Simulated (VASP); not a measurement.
# MgZr2N (P6/mmm) in VASP: a series of runs, part 2 of 2

VASP 6.6.1.

## Step 4: Single point, PBE, collinear spin

Input file INCAR:

```
ALGO = Normal
EDIFF = 1E-6
ENCUT = 840
GGA = PE
GGA_COMPAT = False
ISIF = 2
ISMEAR = 0
ISPIN = 2
LASPH = True
LCHARG = False
LMAXMIX = 4
LORBIT = 11
LREAL = False
LWAVE = False
MAGMOM = 0 1 1 0
NBANDS = 32
NELM = 200
PREC = Accurate
SIGMA = 0.1
```

Input file KPOINTS:

```
k-points
0
Gamma
  6 6 2
```

Input file POSCAR:

```
MgZr2N
1.0
    3.2688268424      0.0000000000      0.0000000000
   -1.6344134212      2.8308870861      0.0000000000
    0.0000000000      0.0000000000     10.0907725803
Mg Zr N
1 2 1
Direct
    0.0000000000      0.0000000000      0.5000000000
    0.0000000000      0.0000000000      0.8131292615
    0.0000000000      0.0000000000      0.1868707385
    0.0000000000      0.0000000000      0.0000000000
```

Potentials or basis: VASP PAW PBE potentials, release 64 (Mg_sv, Zr_sv, N).

Command:

```bash
$ cat potpaw_PBE.64/Mg_sv/POTCAR potpaw_PBE.64/Zr_sv/POTCAR potpaw_PBE.64/N/POTCAR > POTCAR
$ mpirun -np 1 vasp_std > vasp.out
```

OUTCAR:

```text
EDIFF = 1E-6
   ENCUT = 840
   GGA = PE
   ISIF = 2
   ISMEAR = 0
   ISPIN = 2
   LASPH = True
   LORBIT = 11
   LREAL = False
   NELM = 200
   PREC = Accurate

 ion  position               nearest neighbor table
   1  0.000  0.000  0.500-
   2  0.000  0.000  0.813-   4 1.89   3 3.77
   3  0.000  0.000  0.187-   4 1.89   2 3.77
   4  0.000  0.000  0.000-   2 1.89   3 1.89

  LATTYP: Found a hexagonal cell.
 ALAT       =     3.2688268424
 C/A-ratio  =     3.0869706677

  Lattice vectors:

 A1 = (   3.2688268424,   0.0000000000,   0.0000000000)
 A2 = (  -1.6344134212,   2.8308870861,   0.0000000000)
 A3 = (   0.0000000000,   0.0000000000,  10.0907725803)

Analysis of symmetry for initial positions (statically):
=====================================================================
 Subroutine PRICEL returns:
 Original cell was already a primitive cell.

 Routine SETGRP: Setting up the symmetry group for a
 hexagonal supercell.

 Subroutine GETGRP returns: Found 24 space group operations
 (whereof 24 operations were pure point group operations)
 out of a pool of 24 trial point group operations.

The static configuration has the point symmetry D_6h.

Analysis of symmetry for dynamics (positions and initial velocities):
=====================================================================
 Subroutine PRICEL returns:
 Original cell was already a primitive cell.

 Routine SETGRP: Setting up the symmetry group for a
 hexagonal supercell.

 Subroutine GETGRP returns: Found 24 space group operations
 (whereof 24 operations were pure point group operations)
 out of a pool of 24 trial point group operations.

The dynamic configuration has the point symmetry D_6h.

Analysis of structural, dynamic, and magnetic symmetry:
=====================================================================
 Subroutine PRICEL returns:
 Original cell was already a primitive cell.

 Routine SETGRP: Setting up the symmetry group for a
 hexagonal supercell.

 Subroutine GETGRP returns: Found 24 space group operations
 (whereof 24 operations were pure point group operations)
 out of a pool of 24 trial point group operations.

The overall configuration has the point symmetry D_6h.

 Subroutine INISYM returns: Found 24 space group operations
 (whereof 24 operations are pure point group operations),
 and found     1 'primitive' translations

----------------------------------------------------------------------------------------

                                     Primitive cell

  volume of cell :      93.3768

  direct lattice vectors                    reciprocal lattice vectors
     3.268826842  0.000000000  0.000000000     0.305920151  0.176623081  0.000000000
    -1.634413421  2.830887086  0.000000000     0.000000000  0.353246163  0.000000000
     0.000000000  0.000000000 10.090772580     0.000000000  0.000000000  0.099100440

  length of vectors
     3.268826842  3.268826842 10.090772580     0.353246163  0.353246163  0.099100440

  position of ions in fractional coordinates (direct lattice)
[... 68 lines left out ...]
   LSORBIT =      F    spin-orbit coupling
   LASPH  =      T    aspherical Exc in radial PAW
   ENCUT  =  840.0 eV  61.74 Ry    7.86 a.u.   7.72  7.72 23.85*2*pi/ulx,y,z
   NELM   =    200;   NELMIN=  2; NELMDL= -5     # of ELM steps
   EDIFF  = 0.1E-05   stopping-criterion for ELM
   LREAL  =      F    real-space projection
   EDIFFG = 0.1E-04   stopping-criterion for IOM
   NSW    =      0    number of steps for IOM
   IBRION =     -1    ionic relax: 0-MD 1-quasi-New 2-CG
   NFREE  =      0    steps in history (QN), initial steepest desc. (CG)
   ISIF   =      2    stress and relaxation
   ISYM   =      2    0-nonsym 1-usesym 2-fastsym
   POTIM  = 0.5000    time-step for ionic-motion
   TEBEG  =    0.0;   TEEND  =   0.0 temperature during run
   PSTRESS=    0.0 pullay stress
   NELECT =      39.0000    total number of electrons
   NUPDOWN=      -1.0000    fix difference up-down
   EMIN   =  10.00;   EMAX   =-10.00  energy-range for DOS
   EFERMI =   0.00;   METHOD = LEGACY
   ISMEAR =     0;   SIGMA  =   0.10  broadening in eV -4-tet -1-fermi 0-gaus
   EFERMI_NEDOS =   21; number of points for ismear=-14 and -15
   IALGO  =     38    algorithm
   IMIX   =      4    mixing-type and parameters
     AMIX     =   0.40;   BMIX     =  1.00
     AMIX_MAG =   1.60;   BMIX_MAG =  1.00
  volume/ion in A,a.u.               =      23.34       157.53
  Fermi-wavevector in a.u.,A,eV,Ry     =   1.223724  2.312503 20.374724  1.497500
  Thomas-Fermi vector in A             =   2.358824
   LORBIT       =     11    0 simple, 1 ext, 2 COOP (PROOUT), +10 PAW based schemes
   GGA     = PE    functional components
   LHFCALC =     F    Hartree Fock is set to
   AEXX    =    0.0000 exact exchange contribution
   IVDW    =     0    specifies the selected vdW correction
   LEPSILON=     F    determine dielectric tensor
   LRPA    =     F    only Hartree local field effects (RPA)
 spin polarized calculation
 Gauss-broadening in eV      SIGMA  =   0.10
  energy-cutoff  :      840.00
  volume of cell :       93.38
 maximum number of plane-waves:      5208
 NGX is ok and might be reduce to    32
   NGX = 15   NGY = 15   NGZ = 47

 number of electron      38.9999994 magnetization       0.0008645

 number of electron      38.9999994 magnetization      -0.0000858

 Free energy of the ion-electron system (eV)
  ---------------------------------------------------
  ext. energy  EPLUGINS =         0.00000000
  ---------------------------------------------------
  free energy    TOTEN  =       -25.95586721 eV

  energy without entropy =      -25.94475420  energy(sigma->0) =      -25.95031070

 E-fermi :   4.6709     XC(G=0):  -9.4921

 val. band max:        4.5019616576   @ k =   0.3333   0.1667   0.0000
 cond. band min:       4.6866074322   @ k =   0.0000   0.0000   0.0000
 fundamental gap:      0.1846457746
 Fermi energy:         4.6709101648

 spin component 1

 k-point     1 :       0.0000    0.0000    0.0000
  band No.  band energies     occupation
      1     -71.6894      1.00000
      2     -44.0065      1.00000
      3     -44.0018      1.00000
      4     -38.4747      1.00000
      5     -38.4266      1.00000
      6     -38.4266      1.00000
[... 465 lines left out ...]
     30      11.3739      0.00000
     31      12.4566      0.00000
 Fermi energy:         4.6709101648

 spin component 2

 k-point     1 :       0.0000    0.0000    0.0000
  band No.  band energies     occupation
      1     -71.6895      1.00000
      2     -44.0065      1.00000
      3     -44.0019      1.00000
      4     -38.4747      1.00000
      5     -38.4266      1.00000
      6     -38.4266      1.00000
[... 465 lines left out ...]
     30      11.3739      0.00000
     31      12.4564      0.00000
 [bands above 31 left out]

------------------------ aborting loop because EDIFF is reached ----------------------------------------

  FORCE on cell =-STRESS in cart. coord.  units (eV):
  Direction    XX          YY          ZZ          XY          YZ          ZX
  --------------------------------------------------------------------------------------
  -------------------------------------------------------------------------------------
  Total       -0.0472688     -0.0472688      0.2217977      0.0000000      0.0000000      0.0000000
  in kB       -0.8110472     -0.8110472      3.8056494      0.0000000      0.0000000      0.0000000
  external PRESSURE =       0.7278517 kB  Pullay stress =       0.0000000 kB

 VOLUME and BASIS-vectors are now :
 -----------------------------------------------------------------------------
  energy-cutoff  :      840.00
  volume of cell :       93.38
      direct lattice vectors                 reciprocal lattice vectors
     3.268826842  0.000000000  0.000000000     0.305920151  0.176623081  0.000000000
    -1.634413421  2.830887086  0.000000000     0.000000000  0.353246163  0.000000000
     0.000000000  0.000000000 10.090772580     0.000000000  0.000000000  0.099100440

 POSITION                                       TOTAL-FORCE (eV/Angst)
 -----------------------------------------------------------------------------------
      0.00000      0.00000      5.04539        -0.000000     -0.000000      0.000000
      0.00000      0.00000      8.20510        -0.000000     -0.000000     -0.072716
      0.00000      0.00000      1.88567         0.000000      0.000000      0.072716
      0.00000      0.00000      0.00000        -0.000000     -0.000000      0.000000
 -----------------------------------------------------------------------------------
    total drift:                                0.000000      0.000000      0.000000

  FREE ENERGIE OF THE ION-ELECTRON SYSTEM (eV)
  ---------------------------------------------------
  free  energy   TOTEN  =       -25.9558672056 eV

  energy  without entropy=      -25.9447541979  energy(sigma->0) =      -25.95031070

 total charge

# of ion       s       p       d       tot
------------------------------------------
    1        2.115   5.973   0.005   8.093
    2        2.244   5.952   1.778   9.974
    3        2.244   5.952   1.778   9.974
    4        1.306   2.411   0.000   3.718
--------------------------------------------------
tot          7.910  20.289   3.560  31.759

 magnetization (x)

# of ion       s       p       d       tot
------------------------------------------
    1       -0.000  -0.000  -0.000  -0.000
    2        0.000   0.000   0.000   0.000
    3        0.000   0.000   0.000   0.000
    4       -0.000  -0.000   0.000  -0.000
--------------------------------------------------
tot          0.000  -0.000   0.000   0.000
```

stdout:

```text
POSCAR found type information on POSCAR MgZrN
 POSCAR found :  3 types and       4 ions
 scaLAPACK will be used
 LDA part: xc-table for (Slater+PW92), standard interpolation
 POSCAR, INCAR and KPOINTS ok, starting setup
 FFT: planning ... GRIDC
 FFT: planning ... GRID_SOFT
 FFT: planning ... GRID
 WAVECAR not read
 entering main loop
```

Run time: 2.8 min. Hardware: 1 thread of Intel Xeon Platinum 8259CL at 2.50GHz (Skylake/Cascade Lake), shared host; peak memory 0.44 GiB.

What came out:

```yaml
Free_energy: -25.9559 eV
Pressure: 0.1 GPa
Largest_force: 0.073 eV/Å
Net_moment: 0.00 μB per cell
Valence_electrons_inside_the_program's_atomic_spheres: Mg 8.09; Zr 9.97; N 3.72
```

Forces in eV/Å, atoms in the order of the input:
```
Mg   0.000  0.000  0.000
Zr   0.000  0.000 -0.073
Zr   0.000  0.000  0.073
N    0.000  0.000  0.000
```

Stress tensor (GPa, compression positive):
```
-0.08  0.00  0.00
 0.00 -0.08  0.00
 0.00  0.00  0.38
```

Levels at points of the mesh, in eV from the Fermi level:
Spin up:
```csv
k point,band 16,band 17,band 18,band 19,band 20,band 21,band 22,band 23
"(0.00, 0.00, 0.00)",-3.08,-2.94,-1.03,-1.03,0.02,1.33,1.33,1.40
"(0.50, 0.00, 0.00)",-1.77,-1.59,-1.54,-0.99,-0.35,-0.33,2.58,2.77
"(0.00, 0.00, 0.50)",-3.09,-2.45,-1.13,-1.03,-1.03,1.33,1.33,1.40
"(0.50, 0.00, 0.50)",-1.68,-1.63,-1.59,-1.34,0.21,0.53,1.38,1.93
```
Spin down:
```tsv
k point	band 16	band 17	band 18	band 19	band 20	band 21	band 22	band 23
(0.00, 0.00, 0.00)	-3.08	-2.94	-1.03	-1.03	0.02	1.33	1.33	1.40
(0.50, 0.00, 0.00)	-1.77	-1.59	-1.54	-0.99	-0.35	-0.33	2.58	2.77
(0.00, 0.00, 0.50)	-3.09	-2.45	-1.13	-1.03	-1.03	1.33	1.33	1.40
(0.50, 0.00, 0.50)	-1.68	-1.63	-1.59	-1.34	0.21	0.53	1.38	1.93
```

Caveat: the k points lie up to 0.37 Å⁻¹ apart.

## Step 5: Summary

```csv
spin,cell,k mesh,gap on the mesh (eV),pressure (GPa),largest force (eV/Å)
off,"a = 3.269, b = 3.269, c = 10.091 Å, angles 90.0, 90.0, 120.0°, 4 atoms, atomic positions A",6 × 6 × 2,none,0.1,0.07
off,"a = 3.269, b = 3.269, c = 10.086 Å, angles 90.0, 90.0, 120.0°, 4 atoms, atomic positions B",18 × 18 × 6,none,0.1,0.07
collinear,"a = 3.269, b = 3.269, c = 10.091 Å, angles 90.0, 90.0, 120.0°, 4 atoms, atomic positions A",6 × 6 × 2,none,0.1,0.07
```

Alike in all rows: task single point; level PBE; potentials or basis VASP PAW PBE potentials, release 64 (Mg_sv, Zr_sv, N); cutoff (eV) 840; smearing gaussian 0.1 eV.

Caveats: some runs use coarse meshes.

Total energies depend on the potentials used, so only differences within one code and one set of settings carry meaning.

The gap in the log of VASP goes by the Fermi energy; the results here count the filled bands.